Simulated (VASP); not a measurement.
# H in VASP: further runs

Runs on H. Level: PBE. Tasks: single point.

All numbers are computed with VASP 6.6.1; they aren't measurements. Logs are shortened: lines on timing, memory, paths and dates and some standing lists are left out, and cuts for length are marked.

### Step 1. The cell of the first run

The typed cell holds 1 atom: a = 2.545 Å, b = 2.545 Å, c = 0.971 Å, α = 89.96°, β = 90.04°, γ = 90.31°.

### Step 2. Single point, PBE (strained)

INCAR

```
SYSTEM = H
PREC = Accurate
ENCUT = 520
EDIFF = 1E-6
ISMEAR = 0
SIGMA = 0.05
LREAL = .FALSE.
LASPH = .TRUE.
NELM = 100
ALGO = Normal
ISIF = 2
LWAVE = .FALSE.
LCHARG = .FALSE.
GGA = PE
NBANDS = 6
```

KPOINTS

```
Automatic mesh
0
G
  14 14 34
  0 0 0
```

POSCAR

```
H
1.0
    2.5449780087     -0.0069685499     -0.0008743808
   -0.0069685499      2.5449780087      0.0008743808
   -0.0003235627      0.0003235627      0.9711782373
H
1
Direct
    0.0000000000      0.0000000000      0.5000000000
```

Potentials or basis: VASP PAW PBE potentials, release 64 (H).

On the command line:

```sh
$ cat potpaw_PBE.64/H/POTCAR > POTCAR
$ mpirun -np 1 vasp_std > vasp.out
```

OUTCAR:

```text
SYSTEM = H
   PREC = Accurate
   ENCUT = 520
   EDIFF = 1E-6
   ISMEAR = 0
   LREAL = .FALSE.
   LASPH = .TRUE.
   NELM = 100
   ISIF = 2
   GGA = PE

 ion  position               nearest neighbor table
   1  0.000  0.000  0.500-

  LATTYP: Found a base centered monoclinic cell.
 ALAT       =     3.6089978573
 B/A-ratio  =     0.9945385229
 C/A-ratio  =     0.2690991748
 COS(beta)  =    -0.0009557225

  Lattice vectors:

 A1 = (   0.0069685499,  -2.5449780087,  -0.0008743808)
 A2 = (   2.5449780087,  -0.0069685499,  -0.0008743808)
 A3 = (  -0.0003235627,   0.0003235627,   0.9711782373)

Analysis of symmetry for initial positions (statically):
=====================================================================
 Subroutine PRICEL returns:
 Original cell was already a primitive cell.

 Routine SETGRP: Setting up the symmetry group for a
 base centered monoclinic supercell.

 Subroutine GETGRP returns: Found  4 space group operations
 (whereof  4 operations were pure point group operations)
 out of a pool of  4 trial point group operations.

The static configuration has the point symmetry C_2h.

Analysis of symmetry for dynamics (positions and initial velocities):
=====================================================================
 Subroutine PRICEL returns:
 Original cell was already a primitive cell.

 Routine SETGRP: Setting up the symmetry group for a
 base centered monoclinic supercell.

 Subroutine GETGRP returns: Found  4 space group operations
 (whereof  4 operations were pure point group operations)
 out of a pool of  4 trial point group operations.

The dynamic configuration has the point symmetry C_2h.

 Subroutine INISYM returns: Found  4 space group operations
 (whereof  4 operations are pure point group operations),
 and found     1 'primitive' translations

----------------------------------------------------------------------------------------

                                     Primitive cell

  volume of cell :       6.2902

[... 76 lines left out ...]
 SYSTEM =  H
   PREC   = accura    normal or accurate (medium, high low for compatibility)
   ISTART =      0    job   : 0-new  1-cont  2-samecut
   ICHARG =      2    charge: 1-file 2-atom 10-const
   ISPIN  =      1    spin polarized calculation?
   LNONCOLLINEAR =      F non collinear calculations
   LSORBIT =      F    spin-orbit coupling
   LASPH  =      T    aspherical Exc in radial PAW
   ENCUT  =  520.0 eV  38.22 Ry    6.18 a.u.   4.73  4.73  1.81*2*pi/ulx,y,z
   NELM   =    100;   NELMIN=  2; NELMDL= -5     # of ELM steps
   EDIFF  = 0.1E-05   stopping-criterion for ELM
   LREAL  =      F    real-space projection
   EDIFFG = 0.1E-04   stopping-criterion for IOM
   NSW    =      0    number of steps for IOM
   IBRION =     -1    ionic relax: 0-MD 1-quasi-New 2-CG
   NFREE  =      0    steps in history (QN), initial steepest desc. (CG)
   ISIF   =      2    stress and relaxation
   ISYM   =      2    0-nonsym 1-usesym 2-fastsym
   POTIM  = 0.5000    time-step for ionic-motion
   TEBEG  =    0.0;   TEEND  =   0.0 temperature during run
   PSTRESS=    0.0 pullay stress
   NELECT =       1.0000    total number of electrons
   NUPDOWN=      -1.0000    fix difference up-down
   EMIN   =  10.00;   EMAX   =-10.00  energy-range for DOS
   EFERMI =   0.00;   METHOD = LEGACY
   ISMEAR =     0;   SIGMA  =   0.05  broadening in eV -4-tet -1-fermi 0-gaus
   EFERMI_NEDOS =   21; number of points for ismear=-14 and -15
   IALGO  =     38    algorithm
   IMIX   =      4    mixing-type and parameters
     AMIX     =   0.40;   BMIX     =  1.00
     AMIX_MAG =   1.60;   BMIX_MAG =  1.00
  volume/ion in A,a.u.               =       6.29        42.45
  Fermi-wavevector in a.u.,A,eV,Ry     =   0.886857  1.675917 10.701192  0.786515
  Thomas-Fermi vector in A             =   2.008079
   LORBIT       =      0    0 simple, 1 ext, 2 COOP (PROOUT), +10 PAW based schemes
   GGA     = PE    functional components
   LHFCALC =     F    Hartree Fock is set to
   AEXX    =    0.0000 exact exchange contribution
   IVDW    =     0    specifies the selected vdW correction
   LEPSILON=     F    determine dielectric tensor
   LRPA    =     F    only Hartree local field effects (RPA)
 non-spin polarized calculation
 Gauss-broadening in eV      SIGMA  =   0.05
  energy-cutoff  :      520.00
  volume of cell :        6.29
 maximum number of plane-waves:       184
   NGX =  9   NGY =  9   NGZ =  3

 number of electron       1.0000000 magnetization

 Free energy of the ion-electron system (eV)
  ---------------------------------------------------
  ext. energy  EPLUGINS =         0.00000000
  ---------------------------------------------------
  free energy    TOTEN  =        -3.00136065 eV

  energy without entropy =       -3.00123389  energy(sigma->0) =       -3.00129727

 E-fermi :  -1.2300     XC(G=0):  -7.1326

 val. band max:       -1.2431502766   @ k =   0.1429   0.0714   0.2647
 cond. band min:      -1.2200378069   @ k =  -0.4286   0.3571   0.2353
 fundamental gap:      0.0231124697
 Fermi energy:        -1.2300193922

 k-point     1 :       0.0000    0.0000    0.0000
  band No.  band energies     occupation
      1     -12.6290      2.00000
      2       9.6062      0.00000
      3      15.6646      0.00000
      4      15.6973      0.00000
      5      18.7684      0.00000
      6      38.1690      0.00000
[... 199 lines left out ...]
 k-point    24 :       0.2857    0.1429    0.0000
  band No.  band energies     occupation
      1     -11.4290      2.00000
      2       4.3333      0.00000
      3      10.9741      0.00000
      4      22.3138      0.00000
      5      23.2858      0.00000
      6      31.1718      0.00000

 [... further k-points ...]

------------------------ aborting loop because EDIFF is reached ----------------------------------------

  FORCE on cell =-STRESS in cart. coord.  units (eV):
  Direction    XX          YY          ZZ          XY          YZ          ZX
  --------------------------------------------------------------------------------------
  -------------------------------------------------------------------------------------
  Total        0.0776961      0.0776961      0.2104156     -0.0004326      0.0001492     -0.0001492
  in kB       19.7900286     19.7900286     53.5950757     -0.1101954      0.0379930     -0.0379930
  external PRESSURE =      31.0583776 kB  Pullay stress =       0.0000000 kB

 VOLUME and BASIS-vectors are now :
 -----------------------------------------------------------------------------
  energy-cutoff  :      520.00
  volume of cell :        6.29
      direct lattice vectors                 reciprocal lattice vectors
     2.544978009 -0.006968550 -0.000874381     0.392933695  0.001075869  0.000130553
    -0.006968550  2.544978009  0.000874381     0.001075869  0.392933695 -0.000130553
    -0.000323563  0.000323563  0.971178237     0.000352801 -0.000352801  1.029677344

 POSITION                                       TOTAL-FORCE (eV/Angst)
 -----------------------------------------------------------------------------------
     -0.00016      0.00016      0.48559        -0.000000      0.000000      0.000000
 -----------------------------------------------------------------------------------
    total drift:                               -0.000000      0.000000      0.000000

  FREE ENERGIE OF THE ION-ELECTRON SYSTEM (eV)
  ---------------------------------------------------
  free  energy   TOTEN  =        -3.0013606511 eV

  energy  without entropy=       -3.0012338938  energy(sigma->0) =       -3.00129727
```

stdout:

```text
POSCAR found type information on POSCAR H
 POSCAR found :  1 types and       1 ions
 scaLAPACK will be used
 LDA part: xc-table for (Slater+PW92), standard interpolation
 POSCAR, INCAR and KPOINTS ok, starting setup
 FFT: planning ... GRIDC
 FFT: planning ... GRID_SOFT
 FFT: planning ... GRID
 WAVECAR not read
 entering main loop
```

Run time: 34 s. Hardware: 1 thread of Intel Xeon Platinum 8488C (Sapphire Rapids), shared host; peak memory 0.15 GiB.

What came out:

| Quantity | Value |
| --- | --- |
| Free energy | -3.0014 eV |
| Pressure | 3.1 GPa |

Levels at points of the mesh, in eV from the Fermi level:
| k point | band 1 | band 2 | band 3 | band 4 |
| --- | --- | --- | --- | --- |
| (0.00, 0.00, 0.00) | -11.40 | 10.84 | 16.89 | 16.93 |
| (0.50, 0.00, 0.00) | -9.68 | 2.71 | 17.95 | 20.25 |
| (0.50, 0.50, 0.00) | -8.30 | 6.85 | 6.95 | 10.54 |
| (0.00, 0.00, 0.50) | 24.46 | 31.82 | 48.45 | 53.88 |
| (0.50, 0.00, 0.50) | 25.53 | 34.49 | 42.40 | 42.76 |
| (0.50, 0.50, 0.50) | 26.38 | 36.72 | 46.45 | 46.55 |

Caveat: the cell differs from its parent crystal (strained).

### Step 3. Single point, PBE (strained)

INCAR

```
PREC = Accurate
ENCUT = 520
EDIFF = 1E-7
ISMEAR = 0
SIGMA = 0.05
LREAL = False
LASPH = True
NELM = 60
ALGO = Normal
ISIF = 2
LWAVE = False
LCHARG = False
GGA = PE
NBANDS = 6
```

KPOINTS

```
Automatic mesh
0
Gamma
  14 14 34
```

POSCAR

```
H
1.0
    2.5086249652      0.0388172075      0.0000000000
    0.0388172075      2.6395171189      0.0000000000
    0.0000000000      0.0000000000      0.9975338869
H
1
Direct
    0.0000000000      0.0000000000      0.5000000000
```

Potentials or basis: VASP PAW PBE potentials, release 64 (H).

On the command line:

```sh
$ cat potpaw_PBE.64/H/POTCAR > POTCAR
$ mpirun -np 1 vasp_std > vasp.out
```

OUTCAR:

```text
PREC = Accurate
   ENCUT = 520
   EDIFF = 1E-7
   ISMEAR = 0
   LREAL = False
   LASPH = True
   NELM = 60
   ISIF = 2
   GGA = PE

 ion  position               nearest neighbor table
   1  0.000  0.000  0.500-

  LATTYP: Found a simple monoclinic cell.
 ALAT       =     2.5089252662
 B/A-ratio  =     0.3975941015
 C/A-ratio  =     1.0521646720
 COS(beta)  =    -0.0301728023

  Lattice vectors:

 A1 = (   2.5086249652,   0.0388172075,   0.0000000000)
 A2 = (   0.0000000000,   0.0000000000,   0.9975338869)
 A3 = (  -0.0388172075,  -2.6395171189,   0.0000000000)

Analysis of symmetry for initial positions (statically):
=====================================================================
 Subroutine PRICEL returns:
 Original cell was already a primitive cell.

 Routine SETGRP: Setting up the symmetry group for a
 simple monoclinic supercell.

 Subroutine GETGRP returns: Found  4 space group operations
 (whereof  4 operations were pure point group operations)
 out of a pool of  4 trial point group operations.

The static configuration has the point symmetry C_2h.

Analysis of symmetry for dynamics (positions and initial velocities):
=====================================================================
 Subroutine PRICEL returns:
 Original cell was already a primitive cell.

 Routine SETGRP: Setting up the symmetry group for a
 simple monoclinic supercell.

 Subroutine GETGRP returns: Found  4 space group operations
 (whereof  4 operations were pure point group operations)
 out of a pool of  4 trial point group operations.

The dynamic configuration has the point symmetry C_2h.

 Subroutine INISYM returns: Found  4 space group operations
 (whereof  4 operations are pure point group operations),
 and found     1 'primitive' translations

----------------------------------------------------------------------------------------

                                     Primitive cell

  volume of cell :       6.6037

  direct lattice vectors                    reciprocal lattice vectors
     2.508624965  0.038817207  0.000000000     0.398715480 -0.005863581  0.000000000
     0.038817207  2.639517119  0.000000000    -0.005863581  0.378943406  0.000000000
     0.000000000  0.000000000  0.997533887     0.000000000  0.000000000  1.002472210

  length of vectors
     2.508925266  2.639802530  0.997533887     0.398758593  0.378988769  1.002472210

  position of ions in fractional coordinates (direct lattice)
     0.000000000  0.000000000  0.500000000

  ion indices of the primitive-cell ions
   primitive index   ion index
                 1           1

----------------------------------------------------------------------------------------

 KPOINTS: Automatic mesh

Automatic generation of k-mesh.
 Grid dimensions read from file:
 generate k-points for:   14   14   34

 Generating k-lattice:

  Cartesian coordinates                     Fractional coordinates (reciprocal lattice)
     0.028479677 -0.000418827  0.000000000     0.071428571  0.000000000  0.000000000
    -0.000418827  0.027067386  0.000000000     0.000000000  0.071428571  0.000000000
     0.000000000  0.000000000  0.029484477     0.000000000  0.000000000  0.029411765

  Length of vectors
     0.028482757  0.027070626  0.029484477

  Shift w.r.t. Gamma in fractional coordinates (k-lattice)
     0.000000000  0.000000000  0.000000000

 Subroutine IBZKPT returns following result:
 ===========================================

 Found   1800 irreducible k-points:

 Following reciprocal coordinates:
            Coordinates               Weight
  0.000000  0.000000  0.000000      1.000000
  0.071429  0.000000  0.000000      2.000000
  0.142857 -0.000000  0.000000      2.000000
  0.214286 -0.000000  0.000000      2.000000
  0.285714  0.000000  0.000000      2.000000
  0.357143 -0.000000  0.000000      2.000000
[... 16 lines left out ...]
 -0.000000  0.142857  0.000000      2.000000
  0.071429  0.142857  0.000000      2.000000
 [... further k-points ...]
   k-points           NKPTS =   1800   k-points in BZ     NKDIM =   1800   number of bands    NBANDS=      6
   number of dos      NEDOS =    301   number of ions     NIONS =      1
   total plane-waves  NPLWV =   3200
   dimension x,y,z NGX =    20 NGY =   20 NGZ =    8
   dimension x,y,z NGXF=    40 NGYF=   40 NGZF=   16
   ions per type =               1
   NGX,Y,Z   is equivalent  to a cutoff of  13.25, 12.60, 13.33 a.u.
   NGXF,Y,Z  is equivalent  to a cutoff of  26.50, 25.19, 26.67 a.u.
 SYSTEM =  unknown system
   PREC   = accura    normal or accurate (medium, high low for compatibility)
   ISTART =      0    job   : 0-new  1-cont  2-samecut
   ICHARG =      2    charge: 1-file 2-atom 10-const
   ISPIN  =      1    spin polarized calculation?
   LNONCOLLINEAR =      F non collinear calculations
   LSORBIT =      F    spin-orbit coupling
   LASPH  =      T    aspherical Exc in radial PAW
   ENCUT  =  520.0 eV  38.22 Ry    6.18 a.u.   4.66  4.91  1.85*2*pi/ulx,y,z
   NELM   =     60;   NELMIN=  2; NELMDL= -5     # of ELM steps
   EDIFF  = 0.1E-06   stopping-criterion for ELM
   LREAL  =      F    real-space projection
   EDIFFG = 0.1E-05   stopping-criterion for IOM
   NSW    =      0    number of steps for IOM
   IBRION =     -1    ionic relax: 0-MD 1-quasi-New 2-CG
   NFREE  =      0    steps in history (QN), initial steepest desc. (CG)
   ISIF   =      2    stress and relaxation
   ISYM   =      2    0-nonsym 1-usesym 2-fastsym
   POTIM  = 0.5000    time-step for ionic-motion
   TEBEG  =    0.0;   TEEND  =   0.0 temperature during run
   PSTRESS=    0.0 pullay stress
   NELECT =       1.0000    total number of electrons
   NUPDOWN=      -1.0000    fix difference up-down
   EMIN   =  10.00;   EMAX   =-10.00  energy-range for DOS
   EFERMI =   0.00;   METHOD = LEGACY
   ISMEAR =     0;   SIGMA  =   0.05  broadening in eV -4-tet -1-fermi 0-gaus
   EFERMI_NEDOS =   21; number of points for ismear=-14 and -15
   IALGO  =     38    algorithm
   IMIX   =      4    mixing-type and parameters
     AMIX     =   0.40;   BMIX     =  1.00
     AMIX_MAG =   1.60;   BMIX_MAG =  1.00
  volume/ion in A,a.u.               =       6.60        44.56
  Fermi-wavevector in a.u.,A,eV,Ry     =   0.872593  1.648962 10.359733  0.761419
  Thomas-Fermi vector in A             =   1.991865
   LORBIT       =      0    0 simple, 1 ext, 2 COOP (PROOUT), +10 PAW based schemes
   GGA     = PE    functional components
   LHFCALC =     F    Hartree Fock is set to
   AEXX    =    0.0000 exact exchange contribution
   IVDW    =     0    specifies the selected vdW correction
   LEPSILON=     F    determine dielectric tensor
   LRPA    =     F    only Hartree local field effects (RPA)
 non-spin polarized calculation
 Gauss-broadening in eV      SIGMA  =   0.05
  energy-cutoff  :      520.00
  volume of cell :        6.60
 maximum number of plane-waves:       190
   NGX =  9   NGY =  9   NGZ =  3

 number of electron       1.0000000 magnetization

 Free energy of the ion-electron system (eV)
  ---------------------------------------------------
  ext. energy  EPLUGINS =         0.00000000
  ---------------------------------------------------
  free energy    TOTEN  =        -3.00351084 eV

  energy without entropy =       -3.00344682  energy(sigma->0) =       -3.00347883

 E-fermi :  -1.5775     XC(G=0):  -7.0232

 val. band max:       -1.6009181400   @ k =  -0.1429   0.0714   0.2647
 cond. band min:      -1.5645456840   @ k =   0.3571   0.4286   0.2353
 fundamental gap:      0.0363724560
 Fermi energy:        -1.5774605733

 k-point     1 :       0.0000    0.0000    0.0000
  band No.  band energies     occupation
      1     -12.4158      2.00000
      2       9.2902      0.00000
      3      14.3034      0.00000
      4      16.3619      0.00000
      5      18.4446      0.00000
      6      36.7570      0.00000

 k-point     2 :       0.0714    0.0000    0.0000
  band No.  band energies     occupation
      1     -12.3421      2.00000
      2       8.8584      0.00000
      3      14.4149      0.00000
      4      15.1773      0.00000
      5      20.4415      0.00000
      6      34.1140      0.00000
[... 190 lines left out ...]
 k-point    24 :       0.0714    0.1429    0.0000
  band No.  band energies     occupation
      1     -12.1126      2.00000
      2       6.9774      0.00000
      3      13.1683      0.00000
      4      18.2127      0.00000
      5      22.2390      0.00000
      6      28.8867      0.00000

 [... further k-points ...]

------------------------ aborting loop because EDIFF is reached ----------------------------------------

  FORCE on cell =-STRESS in cart. coord.  units (eV):
  Direction    XX          YY          ZZ          XY          YZ          ZX
  --------------------------------------------------------------------------------------
  -------------------------------------------------------------------------------------
  Total        0.0993311      0.0445696     -0.1519591      0.0020679      0.0000000      0.0000000
  in kB       24.0994426     10.8133385    -36.8678770      0.5017146      0.0000000      0.0000000
  external PRESSURE =      -0.6516986 kB  Pullay stress =       0.0000000 kB

 VOLUME and BASIS-vectors are now :
 -----------------------------------------------------------------------------
  energy-cutoff  :      520.00
  volume of cell :        6.60
      direct lattice vectors                 reciprocal lattice vectors
     2.508624965  0.038817207  0.000000000     0.398715480 -0.005863581  0.000000000
     0.038817207  2.639517119  0.000000000    -0.005863581  0.378943406  0.000000000
     0.000000000  0.000000000  0.997533887     0.000000000  0.000000000  1.002472210

 POSITION                                       TOTAL-FORCE (eV/Angst)
 -----------------------------------------------------------------------------------
      0.00000      0.00000      0.49877         0.000000      0.000000      0.000000
 -----------------------------------------------------------------------------------
    total drift:                               -0.000000      0.000000     -0.000000

  FREE ENERGIE OF THE ION-ELECTRON SYSTEM (eV)
  ---------------------------------------------------
  free  energy   TOTEN  =        -3.0035108353 eV

  energy  without entropy=       -3.0034468205  energy(sigma->0) =       -3.00347883
```

Run time: 47 s. Hardware: 1 thread of Intel Xeon Platinum 8488C (Sapphire Rapids), shared host; peak memory 0.16 GiB.

What came out:

- Free energy: -3.0035 eV
- Pressure: -0.1 GPa

Levels at points of the mesh, in eV from the Fermi level:
```csv
k point,band 1,band 2,band 3
"(0.00, 0.00, 0.00)",-10.84,10.87,15.88
"(0.50, 0.00, 0.00)",-8.96,3.15,17.42
"(0.00, 0.50, 0.00)",-9.34,2.83,18.36
"(0.50, 0.50, 0.00)",-7.80,6.76,7.43
"(0.00, 0.00, 0.50)",22.95,30.30,46.46
"(0.50, 0.00, 0.50)",24.12,33.19,40.75
"(0.00, 0.50, 0.50)",23.86,32.67,40.45
"(0.50, 0.50, 0.50)",24.83,35.14,44.28
```

Caveat: the cell differs from its parent crystal (strained).
